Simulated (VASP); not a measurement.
# Al3Co2Ni (P4/mmm) in VASP: notebook

Runs on Al3Co2Ni. Level: PBE. Tasks: single point, relaxation of cell and atoms.

Program: VASP 6.6.1. These are calculated values, not measurements. Logs are shortened: lines on timing, memory, paths and dates and some standing lists are left out, and cuts for length are marked.

**1. The cell of the first run**

The structure is tetragonal, space group P4/mmm (No. 123). Conventional cell: a = 2.880 Å, b = 2.880 Å, c = 8.557 Å, α = 90.00°, β = 90.00°, γ = 90.00°. Within 3.3 Å of Al (site symmetry 4mm) lie 4 Co at 2.47 Å and 4 Ni at 2.50 Å and 6 Al at 2.82 to 2.91 Å. Within 3.3 Å of Al (site symmetry 4/mmm) lie 8 Co at 2.49 Å and 6 Al at 2.82 to 2.88 Å. Within 3.3 Å of Co (site symmetry 4mm) lie 8 Al at 2.47 to 2.49 Å and 1 Ni at 2.85 Å and 5 Co at 2.86 to 2.88 Å. Ni (site symmetry 4/mmm) has 8 Al at 2.50 Å and 2 Co at 2.85 Å and 4 Ni at 2.88 Å within 3.3 Å.

**2. Single point, PBE, collinear spin, ferromagnetic start**

Input file INCAR:

```
SYSTEM = Al3Co2Ni
PREC     = Accurate       ! precision mode
ENCUT    = 600            ! plane-wave cutoff, eV
EDIFF    = 1E-6           ! SCF threshold, eV
ISMEAR   = 0              ! smearing method
SIGMA    = 0.1            ! smearing width, eV
LREAL    = .False.        ! projectors in reciprocal space
LASPH    = .True.         ! aspherical terms in the spheres
NELM     = 200            ! most SCF steps
ALGO     = Normal         ! electronic algorithm
ISIF     = 2              ! what is computed and relaxed
LWAVE    = .False.        ! write WAVECAR
LCHARG   = .True.         ! write CHGCAR
ISPIN    = 2              ! spin polarisation
MAGMOM   = 0 0 0 3 3 2    ! initial moments
LORBIT   = 11             ! projections on sites
LMAXMIX  = 4              ! l up to which the mixer works
GGA      = PE             ! functional
LELF     = .True.         ! ELF
LVHAR    = .True.       
NBANDS   = 32             ! bands
GGA_COMPAT= .False.
```

Input file KPOINTS:

```
Automatic mesh
0
Gamma
  6 6 2
  0 0 0
```

Input file POSCAR:

```
Al3Co2Ni
1.0
    2.8803062035      0.0000000000      0.0000000000
    0.0000000000      2.8803062035      0.0000000000
    0.0000000000      0.0000000000      8.5567234550
Al Co Ni
3 2 1
Direct
    0.0000000000      0.0000000000      0.8297160820
    0.0000000000      0.0000000000      0.5000000000
    0.0000000000      0.0000000000      0.1702839180
    0.5000000000      0.5000000000      0.6670222669
    0.5000000000      0.5000000000      0.3329777331
    0.5000000000      0.5000000000      0.0000000000
```

Potentials or basis: VASP PAW PBE potentials, release 64 (Al, Co, Ni).

On the command line:

```bash
> cat potpaw_PBE.64/Al/POTCAR potpaw_PBE.64/Co/POTCAR potpaw_PBE.64/Ni/POTCAR > POTCAR
> mpirun -np 1 vasp_std > vasp.out
```

OUTCAR:

```text
SYSTEM = Al3Co2Ni
   PREC = Accurate
   ENCUT = 600
   EDIFF = 1E-6
   ISMEAR = 0
   LREAL = .False.
   LASPH = .True.
   NELM = 200
   ISIF = 2
   ISPIN = 2
   LORBIT = 11
   GGA = PE

 ion  position               nearest neighbor table
   1  0.000  0.000  0.830-   4 2.47   4 2.47   4 2.47   4 2.47   6 2.50   6 2.50   6 2.50   6 2.50
                             2 2.82   3 2.91
   2  0.000  0.000  0.500-   4 2.49   5 2.49   4 2.49   5 2.49   4 2.49   5 2.49   4 2.49   5 2.49
                             1 2.82   3 2.82
   3  0.000  0.000  0.170-   5 2.47   5 2.47   5 2.47   5 2.47   6 2.50   6 2.50   6 2.50   6 2.50
                             2 2.82   1 2.91
   4  0.500  0.500  0.667-   1 2.47   1 2.47   1 2.47   1 2.47   2 2.49   2 2.49   2 2.49   2 2.49
                             6 2.85   5 2.86
   5  0.500  0.500  0.333-   3 2.47   3 2.47   3 2.47   3 2.47   2 2.49   2 2.49   2 2.49   2 2.49
                             6 2.85   4 2.86
   6  0.500  0.500  0.000-   1 2.50   3 2.50   1 2.50   3 2.50   1 2.50   3 2.50   1 2.50   3 2.50
                             4 2.85   5 2.85

  LATTYP: Found a simple tetragonal cell.
 ALAT       =     2.8803062035
 C/A-ratio  =     2.9707686789

  Lattice vectors:

 A1 = (   2.8803062035,   0.0000000000,   0.0000000000)
 A2 = (   0.0000000000,   2.8803062035,   0.0000000000)
 A3 = (   0.0000000000,   0.0000000000,   8.5567234550)

Analysis of symmetry for initial positions (statically):
=====================================================================
 Subroutine PRICEL returns:
 Original cell was already a primitive cell.

 Routine SETGRP: Setting up the symmetry group for a
 simple tetragonal supercell.

 Subroutine GETGRP returns: Found 16 space group operations
 (whereof 16 operations were pure point group operations)
 out of a pool of 16 trial point group operations.

The static configuration has the point symmetry D_4h.

Analysis of symmetry for dynamics (positions and initial velocities):
=====================================================================
 Subroutine PRICEL returns:
 Original cell was already a primitive cell.

 Routine SETGRP: Setting up the symmetry group for a
 simple tetragonal supercell.

 Subroutine GETGRP returns: Found 16 space group operations
 (whereof 16 operations were pure point group operations)
 out of a pool of 16 trial point group operations.

The dynamic configuration has the point symmetry D_4h.

Analysis of structural, dynamic, and magnetic symmetry:
=====================================================================
 Subroutine PRICEL returns:
 Original cell was already a primitive cell.

 Routine SETGRP: Setting up the symmetry group for a
 simple tetragonal supercell.

 Subroutine GETGRP returns: Found 16 space group operations
 (whereof 16 operations were pure point group operations)
 out of a pool of 16 trial point group operations.

The overall configuration has the point symmetry D_4h.

 Subroutine INISYM returns: Found 16 space group operations
 (whereof 16 operations are pure point group operations),
 and found     1 'primitive' translations

----------------------------------------------------------------------------------------

                                     Primitive cell

  volume of cell :      70.9880

  direct lattice vectors                    reciprocal lattice vectors
     2.880306203  0.000000000  0.000000000     0.347185309  0.000000000  0.000000000
     0.000000000  2.880306203  0.000000000     0.000000000  0.347185309  0.000000000
     0.000000000  0.000000000  8.556723455     0.000000000  0.000000000  0.116867164

  length of vectors
     2.880306203  2.880306203  8.556723455     0.347185309  0.347185309  0.116867164

  position of ions in fractional coordinates (direct lattice)
     0.000000000  0.000000000  0.829716082
     0.000000000  0.000000000  0.500000000
     0.000000000  0.000000000  0.170283918
     0.500000000  0.500000000  0.667022267
     0.500000000  0.500000000  0.332977733
     0.500000000  0.500000000  0.000000000
[... 40 lines left out ...]
  0.333333  0.000000  0.000000      4.000000
  0.500000  0.000000  0.000000      2.000000
  0.166667  0.166667  0.000000      4.000000
  0.333333  0.166667  0.000000      8.000000
[... 12 lines left out ...]
  0.500000  0.333333  0.500000      4.000000
  0.500000  0.500000  0.500000      1.000000
   k-points           NKPTS =     20   k-points in BZ     NKDIM =     20   number of bands    NBANDS=     32
   number of dos      NEDOS =    301   number of ions     NIONS =      6
   total plane-waves  NPLWV =  40320
   dimension x,y,z NGX =    24 NGY =   24 NGZ =   70
   dimension x,y,z NGXF=    48 NGYF=   48 NGZF=  140
   ions per type =               3   2   1
   NGX,Y,Z   is equivalent  to a cutoff of  13.85, 13.85, 13.60 a.u.
   NGXF,Y,Z  is equivalent  to a cutoff of  27.70, 27.70, 27.20 a.u.
 SYSTEM =  Al3Co2Ni
[... 21 lines left out ...]
   NUPDOWN=      -1.0000    fix difference up-down
   EMIN   =  10.00;   EMAX   =-10.00  energy-range for DOS
   EFERMI =   0.00;   METHOD = LEGACY
   ISMEAR =     0;   SIGMA  =   0.10  broadening in eV -4-tet -1-fermi 0-gaus
   EFERMI_NEDOS =   21; number of points for ismear=-14 and -15
   IALGO  =     38    algorithm
   IMIX   =      4    mixing-type and parameters
     AMIX     =   0.40;   BMIX     =  1.00
     AMIX_MAG =   1.60;   BMIX_MAG =  1.00
  volume/ion in A,a.u.               =      11.83        79.84
  Fermi-wavevector in a.u.,A,eV,Ry     =   1.317489  2.489694 23.616698  1.735778
  Thomas-Fermi vector in A             =   2.447527
   LORBIT       =     11    0 simple, 1 ext, 2 COOP (PROOUT), +10 PAW based schemes
   GGA     = PE    functional components
   LHFCALC =     F    Hartree Fock is set to
   AEXX    =    0.0000 exact exchange contribution
   IVDW    =     0    specifies the selected vdW correction
   LEPSILON=     F    determine dielectric tensor
   LRPA    =     F    only Hartree local field effects (RPA)
 spin polarized calculation
 Gauss-broadening in eV      SIGMA  =   0.10
  energy-cutoff  :      600.00
  volume of cell :       70.99
 maximum number of plane-waves:      2400
 NGX is ok and might be reduce to    24
   NGX = 11   NGY = 11   NGZ = 35

 number of electron      37.0000007 magnetization       0.8803936

 Free energy of the ion-electron system (eV)
  ---------------------------------------------------
  ext. energy  EPLUGINS =         0.00000000
  ---------------------------------------------------
  free energy    TOTEN  =       -34.46466898 eV

  energy without entropy =      -34.45079482  energy(sigma->0) =      -34.45773190

 E-fermi :  10.2822     XC(G=0): -12.1371

 val. band max:       10.2644826159   @ k =   0.3333   0.0000   0.0000
 cond. band min:      10.2839398434   @ k =   0.3333   0.3333   0.5000
 fundamental gap:      0.0194572275
 Fermi energy:        10.2821778957

 spin component 1

 k-point     1 :       0.0000    0.0000    0.0000
  band No.  band energies     occupation
      1      -0.7717      1.00000
      2       1.2602      1.00000
      3       1.2798      1.00000
      4       6.0098      1.00000
      5       6.0107      1.00000
      6       7.0189      1.00000
[... 649 lines left out ...]
     29      15.2173      0.00000
     30      15.2173      0.00000
 Fermi energy:        10.2821778957

 spin component 2

 k-point     1 :       0.0000    0.0000    0.0000
  band No.  band energies     occupation
      1      -0.7922      1.00000
      2       1.2361      1.00000
      3       1.2620      1.00000
      4       6.0720      1.00000
      5       6.1642      1.00000
      6       7.1348      1.00000
[... 649 lines left out ...]
     29      15.3006      0.00000
     30      15.3006      0.00000
 [bands above 30 left out]

------------------------ aborting loop because EDIFF is reached ----------------------------------------

  FORCE on cell =-STRESS in cart. coord.  units (eV):
  Direction    XX          YY          ZZ          XY          YZ          ZX
  --------------------------------------------------------------------------------------
  -------------------------------------------------------------------------------------
  Total       -0.0776279     -0.0776279     -0.0066802      0.0000000      0.0000000      0.0000000
  in kB       -1.7520381     -1.7520381     -0.1507705      0.0000000      0.0000000      0.0000000
  external PRESSURE =      -1.2182822 kB  Pullay stress =       0.0000000 kB

 VOLUME and BASIS-vectors are now :
 -----------------------------------------------------------------------------
  energy-cutoff  :      600.00
  volume of cell :       70.99
      direct lattice vectors                 reciprocal lattice vectors
     2.880306203  0.000000000  0.000000000     0.347185309  0.000000000  0.000000000
     0.000000000  2.880306203  0.000000000     0.000000000  0.347185309  0.000000000
     0.000000000  0.000000000  8.556723455     0.000000000  0.000000000  0.116867164

 POSITION                                       TOTAL-FORCE (eV/Angst)
 -----------------------------------------------------------------------------------
      0.00000      0.00000      7.09965         0.000000      0.000000      0.005024
      0.00000      0.00000      4.27836         0.000000      0.000000      0.000000
      0.00000      0.00000      1.45707         0.000000      0.000000     -0.005024
      1.44015      1.44015      5.70753        -0.000000     -0.000000     -0.008119
      1.44015      1.44015      2.84920         0.000000     -0.000000      0.008119
      1.44015      1.44015      0.00000         0.000000      0.000000      0.000000
 -----------------------------------------------------------------------------------
    total drift:                                0.000000     -0.000000     -0.000000

  FREE ENERGIE OF THE ION-ELECTRON SYSTEM (eV)
  ---------------------------------------------------
  free  energy   TOTEN  =       -34.4646689816 eV

  energy  without entropy=      -34.4507948154  energy(sigma->0) =      -34.45773190

 total charge

# of ion       s       p       d       tot
------------------------------------------
    1        0.389   0.419   0.000   0.808
    2        0.390   0.422   0.000   0.812
    3        0.389   0.419   0.000   0.808
    4        0.435   0.491   7.504   8.430
    5        0.435   0.491   7.504   8.430
    6        0.474   0.509   8.459   9.443
--------------------------------------------------
tot          2.514   2.750  23.467  28.731

 magnetization (x)

# of ion       s       p       d       tot
------------------------------------------
    1       -0.002  -0.003   0.000  -0.006
    2       -0.003  -0.007   0.000  -0.010
    3       -0.002  -0.003   0.000  -0.006
    4        0.006  -0.007   0.464   0.463
    5        0.006  -0.007   0.464   0.463
    6        0.001   0.001   0.057   0.058
--------------------------------------------------
tot          0.006  -0.027   0.984   0.963
```

Wall time 2.7 min (1 thread of Oxide Virtual Turin-like, shared host); peak memory 0.24 GiB.

What came out:

```yaml
Free_energy: -34.4647 eV
Pressure: -0.1 GPa
Largest_force: 0.008 eV/Å
Net_moment: 0.88 μB per cell
Site_moments: Al -0.01; Co +0.46; Ni +0.06 μB
Valence_electrons_inside_the_program's_atomic_spheres: Al 0.81; Co 8.43; Ni 9.44
```

Forces in eV/Å, atoms in the order of the input:
```
Al   0.000  0.000  0.005
Al   0.000  0.000  0.000
Al   0.000  0.000 -0.005
Co   0.000  0.000 -0.008
Co   0.000  0.000  0.008
Ni   0.000  0.000  0.000
```

Caveat: the k points lie up to 0.37 Å⁻¹ apart.

**3. Single point, PBE, collinear spin, ferromagnetic start**

This run uses another cell than the first one, of 12.97 Å³/atom.

Input file INCAR:

```
PREC = Accurate
ENCUT = 600
EDIFF = 1E-6
ISMEAR = 0
SIGMA = 0.1
LREAL = F
LASPH = T
NELM = 200
ALGO = Normal
ISIF = 2
LWAVE = F
LCHARG = T
ISPIN = 2
MAGMOM = 0 0 0 3 3 2
LORBIT = 11
LMAXMIX = 4
GGA = PE
LELF = T
LVHAR = T
NBANDS = 32
GGA_COMPAT = F
```

Input file KPOINTS:

```
Automatic mesh
0
Gamma
  6 6 2
```

Input file POSCAR:

```
Al3Co2Ni
1.0
    2.9603967700      0.0000000000      0.0000000000
    0.0000000000      2.9603967700      0.0000000000
    0.0000000000      0.0000000000      8.8811903100
Al Co Ni
3 2 1
Direct
    0.0000000000      0.0000000000      0.8333333300
    0.0000000000      0.0000000000      0.5000000000
    0.0000000000      0.0000000000      0.1666666700
    0.5000000000      0.5000000000      0.6666666700
    0.5000000000      0.5000000000      0.3333333300
    0.5000000000      0.5000000000      0.0000000000
```

Potentials or basis: VASP PAW PBE potentials, release 64 (Al, Co, Ni).

On the command line:

```bash
> cat potpaw_PBE.64/Al/POTCAR potpaw_PBE.64/Co/POTCAR potpaw_PBE.64/Ni/POTCAR > POTCAR
> mpirun -np 1 vasp_std > vasp.out
```

Run time: 3 min. Hardware: 1 thread of Oxide Virtual Turin-like, shared host; peak memory 0.25 GiB.

It converged, with:

```
Free energy                                           : -34.1475 eV
Pressure                                              : -13.0 GPa
Largest force                                         : 0.393 eV/Å
Net moment                                            : 0.84 μB per cell
Site moments                                          : Al -0.01; Co +0.48; Ni +0.04 μB
Valence electrons inside the program's atomic spheres : Al 0.76, 0.77 (each value once); Co 8.26; Ni 9.32
```

Forces on the atoms (eV/Å):
```
Al   0.000  0.000 -0.393
Al   0.000  0.000  0.000
Al   0.000  0.000  0.393
Co   0.000  0.000  0.118
Co   0.000  0.000 -0.118
Ni   0.000  0.000  0.000
```

Stress tensor (GPa, compression positive):
```
-12.58   0.00   0.00
  0.00 -12.58   0.00
  0.00   0.00 -13.75
```

Levels at points of the mesh, in eV from the Fermi level:
Spin up:
```
           k point  band 17  band 18  band 19  band 20  band 21  band 22
(0.00, 0.00, 0.00)    -0.76    -0.72    -0.12     0.22     5.33     5.33
(0.50, 0.00, 0.00)    -1.21    -0.84    -0.83    -0.32    -0.22     3.14
(0.50, 0.50, 0.00)    -0.52     0.85     0.85     0.90     0.90     1.52
(0.00, 0.00, 0.50)    -0.77    -0.72    -0.40     2.44     2.47     5.86
(0.50, 0.00, 0.50)    -1.13    -0.90    -0.89    -0.42    -0.19     1.72
(0.50, 0.50, 0.50)    -0.64    -0.54    -0.52     1.55     1.99     2.25
```
Spin down:
| k point | band 16 | band 17 | band 18 | band 19 | band 20 | band 21 |
| --- | --- | --- | --- | --- | --- | --- |
| (0.00, 0.00, 0.00) | -0.66 | -0.48 | -0.43 | 0.18 | 0.81 | 5.29 |
| (0.50, 0.00, 0.00) | -1.12 | -0.92 | -0.77 | -0.55 | 0.44 | 0.53 |
| (0.50, 0.50, 0.00) | 0.30 | 0.31 | 0.90 | 0.90 | 0.93 | 0.93 |
| (0.00, 0.00, 0.50) | -0.74 | -0.48 | -0.43 | 0.15 | 2.52 | 2.66 |
| (0.50, 0.00, 0.50) | -1.12 | -0.87 | -0.76 | -0.60 | 0.30 | 0.56 |
| (0.50, 0.50, 0.50) | -0.46 | -0.14 | 0.30 | 0.31 | 1.75 | 2.22 |

Caveat: the cell stands under tension.

**4. Relaxation of cell and atoms, PBE, collinear spin, ferromagnetic start**

This run uses another cell than the first one, of 12.97 Å³/atom.

Input file INCAR:

```
PREC = Accurate ; ENCUT = 600
EDIFF = 1E-7 ; ISMEAR = 0
SIGMA = 0.1 ; LREAL = False
LASPH = True ; NELM = 200
ALGO = Normal ; ISIF = 3
LWAVE = False ; LCHARG = False
ISPIN = 2 ; MAGMOM = 0 0 0 3 3 2
LORBIT = 11 ; LMAXMIX = 4
GGA = PE ; IBRION = 2
NSW = 90 ; EDIFFG = -0.04
GGA_COMPAT = False ; NELMIN = 4
```

KPOINTS is that of step 3.

POSCAR is that of step 3.

On the command line:

```bash
> cat potpaw_PBE.64/Al/POTCAR potpaw_PBE.64/Co/POTCAR potpaw_PBE.64/Ni/POTCAR > POTCAR
> mpirun -np 1 vasp_std > vasp.out
```

It took 18 min on 1 thread of Oxide Virtual Turin-like, shared host; peak memory 0.25 GiB.

The run converged. Its results:

```
Free energy                                           : -34.4589 eV
Relaxed volume                                        : 11.79 Å³/atom
Relaxed cell                                          : a = 2.839 Å, b = 2.839 Å, c = 8.781 Å, α = 90.00°, β = 90.00°, γ = 90.00°
Space group after relaxing (to 0.1 Å)                 : P4/mmm (No. 123)
Energy gained by relaxing                             : 51.9 meV/atom
Ionic steps                                           : 10
Pressure after relaxing                               : -0.1 GPa
Largest force after relaxing                          : 0.026 eV/Å
Net moment                                            : 0.00 μB per cell
Valence electrons inside the program's atomic spheres : Al 0.81; Co 8.44; Ni 9.46
```

Forces in eV/Å, atoms in the order of the input:
```
Al   0.000  0.000 -0.013
Al   0.000  0.000  0.000
Al   0.000  0.000  0.013
Co   0.000  0.000 -0.026
Co   0.000  0.000  0.026
Ni   0.000  0.000  0.000
```

The path:
```tsv
step	energy change (eV)	largest force (eV/Å)	pressure (GPa)	volume (Å³)
1	0.0000	0.3931	-12.95	77.83
2	-0.1493	0.0751	11.72	66.61
3	-0.2922	0.1133	-0.67	71.00
4	-0.2928	0.1058	-0.06	70.75
5	-0.2927	0.1018	0.27	70.61
6	-0.3016	0.0529	0.57	70.49
7	-0.3083	0.0947	1.17	70.26
8	-0.3090	0.0472	-1.30	71.28
9	-0.3109	0.0690	-0.18	70.81
10	-0.3114	0.0264	-0.09	70.76
```

Final structure:
```cif
data_structure
_symmetry_space_group_name_H-M 'P 1'
_symmetry_Int_Tables_number 1
_cell_length_a 2.8388
_cell_length_b 2.8388
_cell_length_c 8.7811
_cell_angle_alpha 90.000
_cell_angle_beta 90.000
_cell_angle_gamma 90.000
_cell_volume 70.76
loop_
_atom_site_label
_atom_site_type_symbol
_atom_site_fract_x
_atom_site_fract_y
_atom_site_fract_z
_atom_site_occupancy
Al1 Al 0.00000 0.00000 0.83041 1
Al2 Al 0.00000 0.00000 0.50000 1
Al3 Al 0.00000 0.00000 0.16959 1
Co1 Co 0.50000 0.50000 0.66617 1
Co2 Co 0.50000 0.50000 0.33383 1
Ni1 Ni 0.50000 0.50000 0.00000 1
```

Levels at points of the mesh, in eV from the Fermi level:
Spin up:
```tsv
k point	band 15	band 16	band 17	band 18	band 19	band 20	band 21	band 22	band 23	band 24
(0.00, 0.00, 0.00)	-0.96	-0.96	-0.74	-0.70	-0.10	0.40	5.01	6.10	6.10	8.31
(0.50, 0.00, 0.00)	-1.58	-1.50	-1.22	-0.83	-0.73	0.05	0.19	3.20	3.56	3.66
(0.50, 0.50, 0.00)	-1.03	-0.17	-0.16	0.84	0.84	0.91	0.91	1.92	2.34	2.54
(0.00, 0.00, 0.50)	-1.04	-1.04	-0.74	-0.70	-0.26	2.31	2.35	6.71	6.71	6.79
(0.50, 0.00, 0.50)	-1.59	-1.49	-1.15	-0.88	-0.79	-0.08	0.23	1.99	2.96	6.18
(0.50, 0.50, 0.50)	-0.66	-0.66	-0.49	-0.17	-0.16	2.04	2.17	2.25	2.25	2.56
```
Spin down:
```csv
k point,band 15,band 16,band 17,band 18,band 19,band 20,band 21,band 22,band 23,band 24
"(0.00, 0.00, 0.00)",-0.96,-0.96,-0.74,-0.70,-0.10,0.40,5.01,6.10,6.10,8.31
"(0.50, 0.00, 0.00)",-1.58,-1.50,-1.22,-0.83,-0.73,0.05,0.19,3.20,3.56,3.66
"(0.50, 0.50, 0.00)",-1.03,-0.17,-0.16,0.84,0.84,0.91,0.91,1.92,2.34,2.54
"(0.00, 0.00, 0.50)",-1.04,-1.04,-0.74,-0.70,-0.26,2.31,2.35,6.71,6.71,6.79
"(0.50, 0.00, 0.50)",-1.59,-1.49,-1.15,-0.88,-0.79,-0.08,0.23,1.99,2.96,6.18
"(0.50, 0.50, 0.50)",-0.66,-0.66,-0.49,-0.17,-0.16,2.04,2.17,2.25,2.25,2.56
```

Caveat: the moments typed at the start vanished in this run.
